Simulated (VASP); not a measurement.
# Be2I in VASP: notebook, part 2 of 2

VASP 6.6.1. Earlier steps stand in the parts before.

### Step 3. Single point, r2SCAN

POSCAR reads:

```
Be2I
1.0
    3.5181134300     -1.9014533600      0.0000000000
    3.5181134300      1.9014533600      0.0000000000
   -0.1274235500      0.0000000000      4.5967011300
Be I
2 1
Direct
    0.0219400000      0.7634390000      0.8429610000
    0.2296360000      0.9852810000      0.1552830000
    0.7488310000      0.2540240000      0.4997490000
```

INCAR.step1 reads:

```
PREC = Accurate
ENCUT = 520
ISMEAR = 0
SIGMA = 0.1
LREAL = F
LASPH = T
NELM = 80
NBANDS = 12
GGA = PE
ALGO = Normal
EDIFF = 1E-4
LWAVE = T
LCHARG = F
```

INCAR.step2 reads:

```
PREC = Accurate
ENCUT = 520
EDIFF = 1E-7
ISMEAR = 0
SIGMA = 0.1
LREAL = F
LASPH = T
NELM = 80
ALGO = Normal
ISIF = 2
LWAVE = F
LCHARG = T
METAGGA = R2SCAN
LMIXTAU = T
LELF = T
LVHAR = T
NBANDS = 12
ISTART = 1
```

KPOINTS reads:

```
Automatic mesh
0
Gamma
  6 6 4
```

Potentials or basis: VASP PAW PBE potentials, release 64 (Be, I).

The run is started by

```
cat potpaw_PBE.64/Be/POTCAR potpaw_PBE.64/I/POTCAR > POTCAR
cp INCAR.step1 INCAR
mpirun -np 1 vasp_std > vasp.out
cp INCAR.step2 INCAR
mpirun -np 1 vasp_std > vasp.out
```

OUTCAR:

```text
PREC = Accurate
   ENCUT = 520
   EDIFF = 1E-7
   ISMEAR = 0
   LREAL = F
   LASPH = T
   NELM = 80
   ISIF = 2
   METAGGA = R2SCAN
   ISTART = 1

 ion  position               nearest neighbor table
   1  0.022  0.763  0.843-   2 2.06   3 2.29   3 2.94
   2  0.230  0.985  0.155-   1 2.06   3 2.27   3 2.96
   3  0.749  0.254  0.500-   2 2.27   1 2.29   1 2.94   2 2.96

  LATTYP: Found a base centered monoclinic cell.
 ALAT       =     7.0362268600
 B/A-ratio  =     0.5404752854
 C/A-ratio  =     0.6535415947
 COS(beta)  =    -0.0277100069

  Lattice vectors:

 A1 = (   3.5181134300,  -1.9014533600,   0.0000000000)
 A2 = (   3.5181134300,   1.9014533600,   0.0000000000)
 A3 = (  -0.1274235500,   0.0000000000,   4.5967011300)

Analysis of symmetry for initial positions (statically):
=====================================================================
 Subroutine PRICEL returns:
 Original cell was already a primitive cell.

 Routine SETGRP: Setting up the symmetry group for a
 base centered monoclinic supercell.

 Subroutine GETGRP returns: Found  1 space group operations
 (whereof  1 operations were pure point group operations)
 out of a pool of  4 trial point group operations.

The static configuration has the point symmetry C_1 .

Analysis of symmetry for dynamics (positions and initial velocities):
=====================================================================
 Subroutine PRICEL returns:
 Original cell was already a primitive cell.

 Routine SETGRP: Setting up the symmetry group for a
 base centered monoclinic supercell.

 Subroutine GETGRP returns: Found  1 space group operations
 (whereof  1 operations were pure point group operations)
 out of a pool of  4 trial point group operations.

The dynamic configuration has the point symmetry C_1 .

 Subroutine INISYM returns: Found  1 space group operations
 (whereof  1 operations are pure point group operations),
 and found     1 'primitive' translations

----------------------------------------------------------------------------------------

                                     Primitive cell

  volume of cell :      61.4995

  direct lattice vectors                    reciprocal lattice vectors
     3.518113430 -1.901453360  0.000000000     0.142121626 -0.262956752  0.003939704
     3.518113430  1.901453360  0.000000000     0.142121626  0.262956752  0.003939704
    -0.127423550  0.000000000  4.596701130     0.000000000  0.000000000  0.217547317

  length of vectors
     3.999080768  3.999080768  4.598466923     0.298931984  0.298931984  0.217547317

  position of ions in fractional coordinates (direct lattice)
     0.021940000  0.763439000  0.842961000
     0.229636000  0.985281000  0.155283000
     0.748831000  0.254024000  0.499749000

  ion indices of the primitive-cell ions
   primitive index   ion index
                 1           1
                 2           2
                 3           3

----------------------------------------------------------------------------------------

 KPOINTS: Automatic mesh
[... 48 lines left out ...]
  0.333333  0.000000  0.250000      2.000000
 [... further k-points ...]
   k-points           NKPTS =     76   k-points in BZ     NKDIM =     76   number of bands    NBANDS=     12
   number of dos      NEDOS =    301   number of ions     NIONS =      3
   total plane-waves  NPLWV =  32400
   dimension x,y,z NGX =    30 NGY =   30 NGZ =   36
   dimension x,y,z NGXF=    60 NGYF=   60 NGZF=   72
   ions per type =               2   1
   NGX,Y,Z   is equivalent  to a cutoff of  12.47, 12.47, 13.01 a.u.
   NGXF,Y,Z  is equivalent  to a cutoff of  24.94, 24.94, 26.03 a.u.
 SYSTEM =  unknown system
   PREC   = accura    normal or accurate (medium, high low for compatibility)
   ISTART =      1    job   : 0-new  1-cont  2-samecut
   ICHARG =      0    charge: 1-file 2-atom 10-const
   ISPIN  =      1    spin polarized calculation?
   LNONCOLLINEAR =      F non collinear calculations
   LSORBIT =      F    spin-orbit coupling
   LASPH  =      T    aspherical Exc in radial PAW
   ENCUT  =  520.0 eV  38.22 Ry    6.18 a.u.   7.44  7.44  8.55*2*pi/ulx,y,z
   NELM   =     80;   NELMIN=  2; NELMDL=  0     # of ELM steps
   EDIFF  = 0.1E-06   stopping-criterion for ELM
   LREAL  =      F    real-space projection
   EDIFFG = 0.1E-05   stopping-criterion for IOM
   NSW    =      0    number of steps for IOM
   IBRION =     -1    ionic relax: 0-MD 1-quasi-New 2-CG
   NFREE  =      0    steps in history (QN), initial steepest desc. (CG)
   ISIF   =      2    stress and relaxation
   ISYM   =      2    0-nonsym 1-usesym 2-fastsym
   POTIM  = 0.5000    time-step for ionic-motion
   TEBEG  =    0.0;   TEEND  =   0.0 temperature during run
   PSTRESS=    0.0 pullay stress
   NELECT =      11.0000    total number of electrons
   NUPDOWN=      -1.0000    fix difference up-down
   EMIN   =  10.00;   EMAX   =-10.00  energy-range for DOS
   EFERMI =   0.00;   METHOD = LEGACY
   ISMEAR =     0;   SIGMA  =   0.10  broadening in eV -4-tet -1-fermi 0-gaus
   EFERMI_NEDOS =   21; number of points for ismear=-14 and -15
   IALGO  =     38    algorithm
   IMIX   =      4    mixing-type and parameters
     AMIX     =   0.40;   BMIX     =  1.00
     AMIX_MAG =   1.60;   BMIX_MAG =  1.00
  volume/ion in A,a.u.               =      20.50       138.34
  Fermi-wavevector in a.u.,A,eV,Ry     =   0.922391  1.743067 11.575911  0.850805
  Thomas-Fermi vector in A             =   2.047913
   LORBIT       =      0    0 simple, 1 ext, 2 COOP (PROOUT), +10 PAW based schemes
   METAGGA = R2SCAN    functional components
   LHFCALC =     F    Hartree Fock is set to
   AEXX    =    0.0000 exact exchange contribution
   IVDW    =     0    specifies the selected vdW correction
   LEPSILON=     F    determine dielectric tensor
   LRPA    =     F    only Hartree local field effects (RPA)
 non-spin polarized calculation
 Gauss-broadening in eV      SIGMA  =   0.10
  energy-cutoff  :      520.00
  volume of cell :       61.50
 maximum number of plane-waves:      1670
 NGX is ok and might be reduce to    30
   NGX = 15   NGY = 15   NGZ = 17

 number of electron      11.0000000 magnetization

 Free energy of the ion-electron system (eV)
  ---------------------------------------------------
  ext. energy  EPLUGINS =         0.00000000
  ---------------------------------------------------
  free energy    TOTEN  =       -29.78989415 eV

  energy without entropy =      -29.78319874  energy(sigma->0) =      -29.78654644

 E-fermi :   5.6479     XC(G=0):  -9.3793

 val. band max:        5.6159654441   @ k =  -0.3333  -0.0000   0.2500
 cond. band min:       5.6641291498   @ k =   0.3333   0.3333  -0.0000
 fundamental gap:      0.0481637057
 Fermi energy:         5.6478593872

 k-point     1 :       0.0000    0.0000    0.0000
  band No.  band energies     occupation
      1     -10.9063      2.00000
      2      -0.9811      2.00000
      3       1.3308      2.00000
      4       1.5191      2.00000
      5       1.9489      2.00000
      6       6.2783      0.00000
      7       7.3643      0.00000
      8       9.2286      0.00000
      9       9.4307      0.00000
     10      11.1822      0.00000
     11      11.9594      0.00000
     12      13.1874      0.00000
[... 331 lines left out ...]
 k-point    24 :       0.3333    0.0000    0.2500
  band No.  band energies     occupation
      1     -10.2158      2.00000
      2      -1.7536      2.00000
      3      -1.2499      2.00000
      4       0.9935      2.00000
      5       3.4759      2.00000
      6       5.4307      1.99786
      7       6.9033      0.00000
      8       8.2618      0.00000
      9       9.7929      0.00000
     10      10.4565      0.00000
     11      12.6708      0.00000
     12      13.0832      0.00000

 [... further k-points ...]

------------------------ aborting loop because EDIFF is reached ----------------------------------------

  FORCE on cell =-STRESS in cart. coord.  units (eV):
  Direction    XX          YY          ZZ          XY          YZ          ZX
  --------------------------------------------------------------------------------------
  -------------------------------------------------------------------------------------
  Total       -1.2170554      2.1057615      4.1888421     -0.0803479      0.0978721      0.0375459
  in kB      -31.7065622     54.8590135    109.1271449     -2.0932133      2.5497495      0.9781413
  external PRESSURE =      44.0931987 kB  Pullay stress =       0.0000000 kB

 VOLUME and BASIS-vectors are now :
 -----------------------------------------------------------------------------
  energy-cutoff  :      520.00
  volume of cell :       61.50
      direct lattice vectors                 reciprocal lattice vectors
     3.518113430 -1.901453360  0.000000000     0.142121626 -0.262956752  0.003939704
     3.518113430  1.901453360  0.000000000     0.142121626  0.262956752  0.003939704
    -0.127423550  0.000000000  4.596701130     0.000000000  0.000000000  0.217547317

 POSITION                                       TOTAL-FORCE (eV/Angst)
 -----------------------------------------------------------------------------------
      2.65564      1.40993      3.87484        -0.799820     -0.653246      0.890680
      4.25443      1.43682      0.71379         0.828301     -0.689143     -0.979164
      3.46448     -0.94085      2.29720        -0.028482      1.342389      0.088484
 -----------------------------------------------------------------------------------
    total drift:                                0.000033      0.000074      0.000001

  FREE ENERGIE OF THE ION-ELECTRON SYSTEM (eV)
  ---------------------------------------------------
  free  energy   TOTEN  =       -29.7898941484 eV

  energy  without entropy=      -29.7831987352  energy(sigma->0) =      -29.78654644
```

Run time: 2.8 min. Hardware: 1 thread of Intel Xeon 8259CL, shared host; peak memory 0.22 GiB.

What came out:

```
Free energy            : -29.7899 eV
Pressure               : 4.4 GPa
Largest force          : 1.456 eV/Å
Band gap on the k mesh : zero (an odd number of electrons rules out a gap without spin polarisation)
```

Forces in eV/Å, atoms in the order of the input:
```
Be  -0.800 -0.653  0.891
Be   0.828 -0.689 -0.979
I   -0.028  1.342  0.088
```

Levels at points of the mesh, in eV from the Fermi level:
| k point | band 3 | band 4 | band 5 | band 6 | band 7 | band 8 | band 9 | band 10 |
| --- | --- | --- | --- | --- | --- | --- | --- | --- |
| (0.00, 0.00, 0.00) | -4.32 | -4.13 | -3.70 | 0.63 | 1.72 | 3.58 | 3.78 | 5.53 |
| (0.50, 0.00, 0.00) | -5.83 | -4.67 | -1.84 | -0.97 | 0.09 | 1.77 | 3.35 | 5.44 |
| (0.00, 0.50, 0.00) | -5.84 | -4.66 | -1.82 | -1.00 | 0.08 | 1.77 | 3.36 | 5.48 |
| (0.50, 0.50, 0.00) | -5.66 | -4.93 | -2.61 | -0.07 | 0.10 | 1.84 | 4.86 | 5.76 |
| (0.00, 0.00, 0.50) | -4.04 | -3.80 | -0.55 | 1.15 | 1.63 | 2.97 | 3.19 | 5.07 |
| (0.50, 0.00, 0.50) | -7.03 | -4.70 | -3.56 | 0.30 | 1.26 | 1.61 | 5.38 | 6.84 |
| (0.00, 0.50, 0.50) | -7.03 | -4.70 | -3.57 | 0.33 | 1.20 | 1.66 | 5.38 | 6.79 |
| (0.50, 0.50, 0.50) | -6.89 | -4.71 | -2.98 | -0.11 | 0.78 | 1.97 | 5.59 | 7.05 |

Caveat: the stress differs along the axes, from -3 to 11 GPa; the PAW data sets were made with another functional, which shifts forces and pressure a little; spin-orbit coupling is left out, which moves the levels of the heavy elements.

### Step 4. Single point, PBE, non-collinear spin, zero start, spin-orbit coupling

INCAR reads:

```
SYSTEM = Be2I
PREC     = Accurate       ! precision mode
ENCUT    = 520            ! plane-wave cutoff, eV
EDIFF    = 1E-6           ! SCF threshold, eV
ISMEAR   = -1             ! smearing method
SIGMA    = 0.1            ! smearing width, eV
LREAL    = .False.        ! projectors in reciprocal space
LASPH    = .True.         ! aspherical terms in the spheres
NELM     = 150            ! most SCF steps
ALGO     = Normal         ! electronic algorithm
ISIF     = 2              ! what is computed and relaxed
LWAVE    = .False.        ! write WAVECAR
LCHARG   = .False.        ! write CHGCAR
LNONCOLLINEAR= .True.         ! non-collinear magnetism
MAGMOM   = 0 0 0 0 0 0 0 0 0 ! initial moments
LORBIT   = 11             ! projections on sites
LSORBIT  = .True.         ! spin-orbit coupling
GGA_COMPAT= .False.      
LORBMOM  = .True.       
GGA      = PE             ! functional
NBANDS   = 24             ! bands
```

KPOINTS reads:

```
Automatic mesh
0
Gamma
  7 7 5
  0 0 0
```

POSCAR reads:

```
Be2I
1.0
    3.5181134300     -1.9014533600      0.0000000000
    3.5181134300      1.9014533600      0.0000000000
   -0.1274235500      0.0000000000      4.5967011300
Be I
2 1
Direct
    0.0140854600      0.7678629200      0.8402420900
    0.2321370800      0.9859145400      0.1597579100
    0.7537784600      0.2462215400      0.5000000000
```

Potentials or basis: VASP PAW PBE potentials, release 64 (Be, I).

The run is started by

```
cat potpaw_PBE.64/Be/POTCAR potpaw_PBE.64/I/POTCAR > POTCAR
mpirun -np 1 vasp_ncl > vasp.out
```

OUTCAR:

```text
SYSTEM = Be2I
   PREC = Accurate
   ENCUT = 520
   EDIFF = 1E-6
   ISMEAR = -1
   LREAL = .False.
   LASPH = .True.
   NELM = 150
   ISIF = 2
   LNONCOLLINEAR = .True.
   LORBIT = 11
   LSORBIT = .True.
   GGA = PE

 ion  position               nearest neighbor table
   1  0.014  0.768  0.840-   2 2.09   3 2.25   3 2.98
   2  0.232  0.986  0.160-   1 2.09   3 2.25   3 2.98
   3  0.754  0.246  0.500-   1 2.25   2 2.25   1 2.98   2 2.98

  LATTYP: Found a base centered monoclinic cell.
 ALAT       =     7.0362268600
 B/A-ratio  =     0.5404752854
 C/A-ratio  =     0.6535415947
 COS(beta)  =    -0.0277100069

  Lattice vectors:

 A1 = (   3.5181134300,  -1.9014533600,   0.0000000000)
 A2 = (   3.5181134300,   1.9014533600,   0.0000000000)
 A3 = (  -0.1274235500,   0.0000000000,   4.5967011300)

Analysis of symmetry for initial positions (statically):
[... 949 lines left out ...]
     0.0000000     0.0000000     0.0000000     0.0000000     0.0000000     0.0000000     0.0000000
     0.0000000     0.0000000     0.0000000     0.0000000     0.0000000     0.0000000     0.0000000

 total charge

# of ion       s       p       d       tot
------------------------------------------
    1        0.462   0.431   0.000   0.893
    2        0.462   0.431   0.000   0.893
    3        1.522   2.763   0.079   4.364
--------------------------------------------------
tot          2.445   3.626   0.079   6.150

 magnetization (x)

# of ion       s       p       d       tot
------------------------------------------
    1       -0.000   0.000   0.000  -0.000
    2        0.000  -0.000   0.000   0.000
    3        0.000   0.000   0.000   0.000
--------------------------------------------------
tot          0.000   0.000   0.000   0.000

 magnetization (y)

# of ion       s       p       d       tot
------------------------------------------
    1        0.000  -0.000   0.000   0.000
    2        0.000  -0.000   0.000   0.000
    3       -0.000  -0.000  -0.000  -0.000
--------------------------------------------------
tot          0.000  -0.000  -0.000  -0.000

 magnetization (z)

# of ion       s       p       d       tot
------------------------------------------
    1        0.000  -0.000   0.000   0.000
    2       -0.000   0.000   0.000  -0.000
    3        0.000   0.000   0.000   0.000
--------------------------------------------------
tot          0.000   0.000   0.000   0.000
```

stdout:

```text
POSCAR found type information on POSCAR BeI
 POSCAR found :  2 types and       3 ions
 scaLAPACK will be used
 LDA part: xc-table for (Slater+PW92), standard interpolation
 POSCAR, INCAR and KPOINTS ok, starting setup
 FFT: planning ... GRIDC
 FFT: planning ... GRID_SOFT
 FFT: planning ... GRID
 WAVECAR not read
 entering main loop
```

Run time: 7.8 min. Hardware: 1 thread of Intel Xeon 8259CL, shared host; peak memory 0.48 GiB.

What came out:

- Free energy: -5.7455 eV
- Pressure: 4.3 GPa
- Largest force: 1.761 eV/Å
- Net moment: 0.00 μB per cell
- Valence electrons inside the program's atomic spheres: Be 0.89; I 4.36

Forces on the atoms (eV/Å):
```
Be  -0.812 -0.832  1.322
Be   0.812 -0.832 -1.322
I    0.000  1.665  0.000
```

Moments on the atoms (μB; x, y, z):
```
Be  0.00 0.00 0.00
Be  0.00 0.00 0.00
I   0.00 0.00 0.00
```

Caveat: the stress differs along the axes, from -4 to 11 GPa; forces of over 1 eV/Å act on the atoms, so gaps and moduli don't describe the material at rest.

The gap in the log of VASP goes by the Fermi energy; the results here count the filled bands.